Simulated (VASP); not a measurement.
# Ni (Im-3m) in VASP: further runs

Runs on Ni. Level: LDA. Tasks: single point.

All numbers are computed with VASP 6.6.1; they aren't measurements. Logs are shortened: lines on timing, memory, paths and dates and some standing lists are left out, and cuts for length are marked.

## Step 1: The cell of the first run

Symmetry: Im-3m, No. 229, cubic system. The conventional cell has a = 2.767 Å, b = 2.767 Å, c = 2.767 Å, α = 90.00°, β = 90.00°, γ = 90.00°. Within 3.2 Å of Ni (site symmetry m-3m) lie 14 Ni at 2.40 to 2.77 Å.

## Step 2: Single point, LDA, collinear spin, ferromagnetic start

The input, INCAR:

```
  ALGO = Normal
  EDIFF = 1E-7
  ENCUT = 520
  GGA = CA
  ISIF = 2
  ISMEAR = -1
  ISPIN = 2
  LASPH = T
  LCHARG = F
  LMAXMIX = 4
  LORBIT = 11
  LREAL = F
  LWAVE = F
  MAGMOM = 1.5
  NBANDS = 15
  NELM = 150
  PREC = Accurate
  SIGMA = 0.1
```

The input, KPOINTS:

```
k-points
0
Gamma
  14 14 14
```

The input, POSCAR:

```
Ni
1.0
    2.3966650000      0.0000000000      0.0000000000
   -0.7988883083      2.2595974405      0.0000000000
   -0.7988883083     -1.1297986672      1.9568688164
Ni
1
Direct
    0.0000000000      0.0000000000      0.0000000000
```

Potentials or basis: VASP PAW LDA potentials, release 64 (Ni).

Command:

```console
$ cat potpaw_LDA.64/Ni/POTCAR > POTCAR
$ mpirun -np 1 vasp_std > vasp.out
```

OUTCAR:

```text
EDIFF = 1E-7
   ENCUT = 520
   GGA = CA
   ISIF = 2
   ISMEAR = -1
   ISPIN = 2
   LASPH = T
   LORBIT = 11
   LREAL = F
   NELM = 150
   PREC = Accurate

 ion  position               nearest neighbor table
   1  0.000  0.000  0.000-

  LATTYP: Found a body centered cubic cell.
 ALAT       =     2.7674303658

  Lattice vectors:

 A1 = (   2.3966650000,   0.0000000000,   0.0000000000)
 A2 = (  -0.7988883083,   2.2595974405,   0.0000000000)
 A3 = (  -0.7988883083,  -1.1297986672,   1.9568688164)

Analysis of symmetry for initial positions (statically):
=====================================================================
 Subroutine PRICEL returns:
 Original cell was already a primitive cell.

 Routine SETGRP: Setting up the symmetry group for a
 body centered cubic supercell.

 Subroutine GETGRP returns: Found 48 space group operations
 (whereof 48 operations were pure point group operations)
 out of a pool of 48 trial point group operations.

The static configuration has the point symmetry O_h .

Analysis of symmetry for dynamics (positions and initial velocities):
=====================================================================
 Subroutine PRICEL returns:
 Original cell was already a primitive cell.

 Routine SETGRP: Setting up the symmetry group for a
 body centered cubic supercell.

 Subroutine GETGRP returns: Found 48 space group operations
 (whereof 48 operations were pure point group operations)
 out of a pool of 48 trial point group operations.

The dynamic configuration has the point symmetry O_h .

Analysis of structural, dynamic, and magnetic symmetry:
=====================================================================
 Subroutine PRICEL returns:
 Original cell was already a primitive cell.

 Routine SETGRP: Setting up the symmetry group for a
 body centered cubic supercell.

 Subroutine GETGRP returns: Found 48 space group operations
 (whereof 48 operations were pure point group operations)
 out of a pool of 48 trial point group operations.

The overall configuration has the point symmetry O_h .

 Subroutine INISYM returns: Found 48 space group operations
 (whereof 48 operations are pure point group operations),
 and found     1 'primitive' translations

----------------------------------------------------------------------------------------

                                     Primitive cell

  volume of cell :      10.5974

  direct lattice vectors                    reciprocal lattice vectors
     2.396665000  0.000000000  0.000000000     0.417246465  0.147518897  0.255510217
    -0.798888308  2.259597440  0.000000000     0.000000000  0.442556706  0.255510217
    -0.798888308 -1.129798667  1.956868816     0.000000000  0.000000000  0.511020459

  length of vectors
     2.396665000  2.396665000  2.396665000     0.511020459  0.511020459  0.511020459

  position of ions in fractional coordinates (direct lattice)
     0.000000000  0.000000000  0.000000000

  ion indices of the primitive-cell ions
   primitive index   ion index
                 1           1

----------------------------------------------------------------------------------------

 KPOINTS: k-points

Automatic generation of k-mesh.
 Grid dimensions read from file:
 generate k-points for:   14   14   14

 Generating k-lattice:

  Cartesian coordinates                     Fractional coordinates (reciprocal lattice)
     0.029803319  0.010537064  0.018250730     0.071428571  0.000000000  0.000000000
     0.000000000  0.031611193  0.018250730     0.000000000  0.071428571  0.000000000
     0.000000000  0.000000000  0.036501461     0.000000000  0.000000000  0.071428571

  Length of vectors
     0.036501461  0.036501461  0.036501461

  Shift w.r.t. Gamma in fractional coordinates (k-lattice)
     0.000000000  0.000000000  0.000000000

 Subroutine IBZKPT returns following result:
 ===========================================

 Found    104 irreducible k-points:

 Following reciprocal coordinates:
            Coordinates               Weight
  0.000000  0.000000  0.000000      1.000000
  0.071429  0.000000 -0.000000     12.000000
  0.142857  0.000000 -0.000000     12.000000
  0.214286  0.000000 -0.000000     12.000000
  0.285714  0.000000  0.000000     12.000000
  0.357143  0.000000  0.000000     12.000000
[... 16 lines left out ...]
  0.285714  0.285714 -0.000000     24.000000
  0.357143  0.285714 -0.000000     24.000000
 [... further k-points ...]
   k-points           NKPTS =    104   k-points in BZ     NKDIM =    104   number of bands    NBANDS=     15
   number of dos      NEDOS =    301   number of ions     NIONS =      1
   total plane-waves  NPLWV =   5832
   dimension x,y,z NGX =    18 NGY =   18 NGZ =   18
   dimension x,y,z NGXF=    36 NGYF=   36 NGZF=   36
   ions per type =               1
   NGX,Y,Z   is equivalent  to a cutoff of  12.49, 12.49, 12.49 a.u.
   NGXF,Y,Z  is equivalent  to a cutoff of  24.97, 24.97, 24.97 a.u.
 SYSTEM =  unknown system
   PREC   = accura    normal or accurate (medium, high low for compatibility)
   ISTART =      0    job   : 0-new  1-cont  2-samecut
   ICHARG =      2    charge: 1-file 2-atom 10-const
   ISPIN  =      2    spin polarized calculation?
   LNONCOLLINEAR =      F non collinear calculations
   LSORBIT =      F    spin-orbit coupling
   LASPH  =      T    aspherical Exc in radial PAW
   ENCUT  =  520.0 eV  38.22 Ry    6.18 a.u.   4.46  4.46  4.46*2*pi/ulx,y,z
   NELM   =    150;   NELMIN=  2; NELMDL= -5     # of ELM steps
   EDIFF  = 0.1E-06   stopping-criterion for ELM
   LREAL  =      F    real-space projection
   EDIFFG = 0.1E-05   stopping-criterion for IOM
   NSW    =      0    number of steps for IOM
   IBRION =     -1    ionic relax: 0-MD 1-quasi-New 2-CG
   NFREE  =      0    steps in history (QN), initial steepest desc. (CG)
   ISIF   =      2    stress and relaxation
   ISYM   =      2    0-nonsym 1-usesym 2-fastsym
   POTIM  = 0.5000    time-step for ionic-motion
   TEBEG  =    0.0;   TEEND  =   0.0 temperature during run
   PSTRESS=    0.0 pullay stress
   NELECT =      10.0000    total number of electrons
   NUPDOWN=      -1.0000    fix difference up-down
   EMIN   =  10.00;   EMAX   =-10.00  energy-range for DOS
   EFERMI =   0.00;   METHOD = LEGACY
   ISMEAR =    -1;   SIGMA  =   0.10  broadening in eV -4-tet -1-fermi 0-gaus
   EFERMI_NEDOS =   21; number of points for ismear=-14 and -15
   IALGO  =     38    algorithm
   IMIX   =      4    mixing-type and parameters
     AMIX     =   0.40;   BMIX     =  1.00
     AMIX_MAG =   1.60;   BMIX_MAG =  1.00
  volume/ion in A,a.u.               =      10.60        71.51
  Fermi-wavevector in a.u.,A,eV,Ry     =   1.605738  3.034406 35.081204  2.578396
  Thomas-Fermi vector in A             =   2.702037
   LORBIT       =     11    0 simple, 1 ext, 2 COOP (PROOUT), +10 PAW based schemes
   GGA     = CA    functional components
   LHFCALC =     F    Hartree Fock is set to
   AEXX    =    0.0000 exact exchange contribution
   IVDW    =     0    specifies the selected vdW correction
   LEPSILON=     F    determine dielectric tensor
   LRPA    =     F    only Hartree local field effects (RPA)
 spin polarized calculation
  energy-cutoff  :      520.00
  volume of cell :       10.60
 maximum number of plane-waves:       321
 NGX is ok and might be reduce to    18
   NGX =  9   NGY =  9   NGZ =  9

 number of electron      10.0000004 magnetization       0.3702109

 Free energy of the ion-electron system (eV)
  ---------------------------------------------------
  ext. energy  EPLUGINS =         0.00000000
  ---------------------------------------------------
  free energy    TOTEN  =        -6.49268326 eV

  energy without entropy =       -6.42857329  energy(sigma->0) =       -6.46062827

 E-fermi :   9.2821     XC(G=0): -13.7662

 val. band max:        9.2769592503   @ k =   0.2857   0.0714  -0.0000
 cond. band min:       9.2867070239   @ k =  -0.4286   0.4286   0.0714
 fundamental gap:      0.0097477736
 Fermi energy:         9.2821038297

 spin component 1

 k-point     1 :       0.0000    0.0000    0.0000
  band No.  band energies     occupation
      1       0.2477      1.00000
      2       7.0684      1.00000
      3       7.0684      1.00000
      4       7.0684      1.00000
      5       8.5022      0.99959
      6       8.5022      0.99959
      7      36.0717      0.00000
      8      36.0717      0.00000
      9      36.0717      0.00000
     10      41.1607      0.00000
     11      41.1607      0.00000
     12      42.1669      0.00000
     13      42.1669      0.00000
     14      42.1669      0.00000
     15      42.9443      0.00000

 k-point     2 :       0.0714    0.0000   -0.0000
  band No.  band energies     occupation
      1       0.4629      1.00000
      2       7.0177      1.00000
      3       7.0644      1.00000
      4       7.1691      1.00000
      5       8.4514      0.99975
      6       8.5062      0.99957
      7      34.4108      0.00000
      8      35.6642      0.00000
      9      35.8034      0.00000
     10      39.6866      0.00000
     11      39.8123      0.00000
     12      39.8783      0.00000
     13      42.1684      0.00000
     14      43.6334      0.00000
     15      44.5061      0.00000
[... 365 lines left out ...]
      3       6.6470      1.00000
      4       8.4453      0.99977
      5       8.7275      0.99611
      6      13.0816      0.00000
      7      18.2681      0.00000
      8      19.3722      0.00000
      9      28.8585      0.00000
     10      37.9167      0.00000
     11      40.2756      0.00000
     12      47.1444      0.00000
     13      50.0733      0.00000
     14      50.6776      0.00000
     15      56.0754      0.00000

 k-point    24 :       0.3571    0.2857   -0.0000
  band No.  band energies     occupation
      1       5.7163      1.00000
      2       6.2484      1.00000
      3       6.5767      1.00000
      4       8.5269      0.99948
      5       8.6875      0.99739
      6      14.7171      0.00000
      7      16.4924      0.00000
      8      18.8765      0.00000
      9      28.7080      0.00000
     10      38.4026      0.00000
     11      40.0976      0.00000
     12      46.4552      0.00000
     13      50.3195      0.00000
     14      54.1057      0.00000
     15      55.2915      0.00000

 [... further k-points ...]

 spin component 2

 k-point     1 :       0.0000    0.0000    0.0000
  band No.  band energies     occupation
      1       0.2822      1.00000
      2       7.4429      1.00000
      3       7.4429      1.00000
      4       7.4429      1.00000
      5       8.8424      0.98784
      6       8.8424      0.98784
      7      36.0699      0.00000
      8      36.0699      0.00000
      9      36.0699      0.00000
     10      41.1851      0.00000
     11      41.1851      0.00000
     12      42.2840      0.00000
     13      42.2840      0.00000
     14      42.2840      0.00000
     15      43.0701      0.00000

 k-point     2 :       0.0714    0.0000   -0.0000
  band No.  band energies     occupation
      1       0.4976      1.00000
      2       7.3904      1.00000
      3       7.4375      1.00000
      4       7.5454      1.00000
      5       8.7901      0.99275
      6       8.8465      0.98733
      7      34.4373      0.00000
      8      35.6693      0.00000
      9      35.8175      0.00000
     10      39.8084      0.00000
     11      39.8652      0.00000
     12      39.9811      0.00000
     13      42.2078      0.00000
     14      43.7453      0.00000
     15      44.5880      0.00000
[... 365 lines left out ...]
      3       6.9159      1.00000
      4       8.8086      0.99129
      5       9.0938      0.86792
      6      13.2987      0.00000
      7      18.4203      0.00000
      8      19.4984      0.00000
      9      28.9403      0.00000
     10      37.9592      0.00000
     11      40.3256      0.00000
     12      47.2569      0.00000
     13      50.1313      0.00000
     14      50.8294      0.00000
     15      56.8476      0.00000

 k-point    24 :       0.3571    0.2857   -0.0000
  band No.  band energies     occupation
      1       6.0098      1.00000
      2       6.5301      1.00000
      3       6.8302      1.00000
      4       8.8920      0.98018
      5       9.0570      0.90477
      6      14.8927      0.00000
      7      16.6657      0.00000
      8      19.0087      0.00000
      9      28.7913      0.00000
     10      38.4466      0.00000
     11      40.1350      0.00000
     12      46.5831      0.00000
     13      50.4276      0.00000
     14      54.3627      0.00000
     15      55.3439      0.00000

 [... further k-points ...]

------------------------ aborting loop because EDIFF is reached ----------------------------------------

  FORCE on cell =-STRESS in cart. coord.  units (eV):
  Direction    XX          YY          ZZ          XY          YZ          ZX
  --------------------------------------------------------------------------------------
  -------------------------------------------------------------------------------------
  Total       -0.7015894     -0.7015894     -0.7015894     -0.0000000     -0.0000000     -0.0000000
  in kB     -106.0702198   -106.0702206   -106.0702239     -0.0000012     -0.0000029     -0.0000020
  external PRESSURE =    -106.0702214 kB  Pullay stress =       0.0000000 kB

 VOLUME and BASIS-vectors are now :
 -----------------------------------------------------------------------------
  energy-cutoff  :      520.00
  volume of cell :       10.60
      direct lattice vectors                 reciprocal lattice vectors
     2.396665000  0.000000000  0.000000000     0.417246465  0.147518897  0.255510217
    -0.798888308  2.259597440  0.000000000     0.000000000  0.442556706  0.255510217
    -0.798888308 -1.129798667  1.956868816     0.000000000  0.000000000  0.511020459

 POSITION                                       TOTAL-FORCE (eV/Angst)
 -----------------------------------------------------------------------------------
      0.00000      0.00000      0.00000        -0.000000      0.000000      0.000000
 -----------------------------------------------------------------------------------
    total drift:                               -0.000000     -0.000000      0.000000

  FREE ENERGIE OF THE ION-ELECTRON SYSTEM (eV)
  ---------------------------------------------------
  free  energy   TOTEN  =        -6.4926832565 eV

  energy  without entropy=       -6.4285732895  energy(sigma->0) =       -6.46062827

 total charge

# of ion       s       p       d       tot
------------------------------------------
    1        0.504   0.511   8.356   9.372

 magnetization (x)

# of ion       s       p       d       tot
------------------------------------------
    1       -0.002  -0.008   0.381   0.371
```

Wall time 33 s (1 thread of Intel Xeon 6975P-C, shared host); peak memory 0.13 GiB.

What came out:

```yaml
Free_energy: -6.4927 eV
Pressure: -10.6 GPa
Net_moment: 0.37 μB per cell
Site_moments: Ni +0.37 μB
Valence_electrons_inside_the_program's_atomic_spheres: Ni 9.37
```

Levels at points of the mesh, in eV from the Fermi level:
Spin up:
```csv
k point,band 3,band 4,band 5,band 6,band 7,band 8
"(0.00, 0.00, 0.00)",-2.21,-2.21,-0.78,-0.78,26.79,26.79
"(0.50, 0.00, 0.00)",-0.85,-0.62,0.16,0.28,6.78,19.37
"(0.50, 0.50, 0.50)",-0.08,-0.08,-0.08,9.92,9.92,9.92
```
Spin down:
```csv
k point,band 3,band 4,band 5,band 6,band 7,band 8
"(0.00, 0.00, 0.00)",-1.84,-1.84,-0.44,-0.44,26.79,26.79
"(0.50, 0.00, 0.00)",-0.49,-0.27,0.31,0.59,7.00,19.39
"(0.50, 0.50, 0.50)",0.35,0.35,0.35,9.98,9.98,9.98
```

## Step 3: Single point, LDA, collinear spin, ferromagnetic start

The input, INCAR:

```
SYSTEM = Ni
PREC = Accurate
ENCUT = 520
EDIFF = 1E-6
ISMEAR = -1
SIGMA = 0.1
LREAL = .False.
LASPH = .True.
NELM = 150
ALGO = Normal
ISIF = 2
LWAVE = .False.
LCHARG = .True.
ISPIN = 2
MAGMOM = 1.5
LORBIT = 11
LMAXMIX = 4
GGA = CA
LELF = .True.
LVHAR = .True.
NBANDS = 15
```

The input, KPOINTS:

```
regular mesh
0
Gamma
  14 14 14
  0 0 0
```

POSCAR is that of step 2.

Potentials or basis: VASP PAW LDA potentials, release 64 (Ni).

Command:

```console
$ cat potpaw_LDA.64/Ni/POTCAR > POTCAR
$ mpirun -np 1 vasp_std > vasp.out
```

Wall time 42 s (1 thread of Intel Xeon 6975P-C, shared host); peak memory 0.14 GiB.

The run converged. Its results:

```
Free energy                                           : -6.4927 eV
Pressure                                              : -10.6 GPa
Net moment                                            : 0.37 μB per cell
Site moments                                          : Ni +0.37 μB
Valence electrons inside the program's atomic spheres : Ni 9.37
```

Levels at points of the mesh, in eV from the Fermi level:
Spin up:
```tsv
k point	band 3	band 4	band 5	band 6	band 7	band 8
(0.00, 0.00, 0.00)	-2.21	-2.21	-0.78	-0.78	26.79	26.79
(0.50, 0.00, 0.00)	-0.85	-0.62	0.16	0.28	6.78	19.37
(0.50, 0.50, 0.50)	-0.08	-0.08	-0.08	9.92	9.92	9.92
```
Spin down:
| k point | band 3 | band 4 | band 5 | band 6 | band 7 | band 8 |
| --- | --- | --- | --- | --- | --- | --- |
| (0.00, 0.00, 0.00) | -1.84 | -1.84 | -0.44 | -0.44 | 26.79 | 26.79 |
| (0.50, 0.00, 0.00) | -0.49 | -0.27 | 0.31 | 0.59 | 7.00 | 19.39 |
| (0.50, 0.50, 0.50) | 0.35 | 0.35 | 0.35 | 9.98 | 9.98 | 9.98 |
